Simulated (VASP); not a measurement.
A run of VASP 6.6.1 is set up as follows.

INCAR

```
ALGO     = Normal         # electronic algorithm
EDIFF    = 1E-6           # SCF threshold, eV
ENCUT    = 520            # plane-wave cutoff, eV
GGA      = PE             # functional
ISIF     = 2              # what is computed and relaxed
ISMEAR   = -1             # smearing method
ISYM     = 0            
LASPH    = True           # aspherical terms in the spheres
LCHARG   = False          # write CHGCAR
LREAL    = Auto         
LWAVE    = False          # write WAVECAR
NBANDS   = 102            # bands
NELM     = 60             # most SCF steps
PREC     = Accurate       # precision mode
SIGMA    = 0.05           # smearing width, eV
```

The input KPOINTS:

```
Automatic mesh
0
Gamma
  1 1 1
  0.25 0.25 0.25
```

File POSCAR:

```
Cu3Au13
1.0
    6.6859480000      0.0855830000     -0.0615900000
    0.0855830000      6.6105530000     -0.0078460000
   -0.0615900000     -0.0078460000      6.5441010000
Au Cu
13 3
Direct
    0.2524746346      0.4197378948      0.5113607165
    0.2604904022      0.4462811874      0.9750181310
    0.7333238069      0.9339230935      1.0156970337
    0.8289122404      0.4854445914      0.3905169714
    0.0358313604      0.1467812661      0.2076082718
    0.1781721958      0.8678319997      0.5244634267
    0.3491748494      0.0162926500      0.8833619027
    0.6714316691      0.3590904170      0.0413421034
    0.7477209749      0.9107611201      0.5166784508
    0.9292036683      0.6232439758      0.7924256710
    0.9665462878      0.1643951835      0.7541427662
    0.4422592192      0.1120856710      0.2957098568
    0.4856049075      0.6956240543      0.2672958857
    0.5901112264      0.2638312307      0.6529216114
    0.5251037049      0.6761713949      0.7593414860
    0.0982412851      0.7356430680      0.1710775149
```

Potentials or basis: VASP PAW PBE potentials, release 64 (Au, Cu).

Command:

```console
$ cat potpaw_PBE.64/Au/POTCAR potpaw_PBE.64/Cu/POTCAR > POTCAR
$ mpirun -np 1 vasp_std > vasp.out
```

Q: Estimate the pressure.

A: -2.2 GPa.

Q: What does it give for the band gap on the k mesh?

A: 0.12 eV.

Forces in eV/Å, atoms in the order of the input:
```
Au  -0.379  0.365  0.144
Au   0.425 -0.379 -0.293
Au   0.412 -0.636 -0.082
Au   0.499  0.118  0.961
Au  -0.082  0.149  0.176
Au   0.306 -0.306  0.669
Au  -0.360  0.147  0.001
Au   0.040  0.257 -0.631
Au   0.037 -0.040 -0.368
Au  -0.007 -0.373  0.169
Au   0.336  0.723  0.043
Au   0.090  0.569  0.123
Au  -0.310 -0.605 -0.247
Cu  -0.054  0.164 -0.022
Cu  -0.188 -0.396 -0.159
Cu  -0.765  0.243 -0.484
```

Caveat: the k points lie up to 0.96 Å⁻¹ apart; spin-orbit coupling is left out, which moves the levels of the heavy elements.
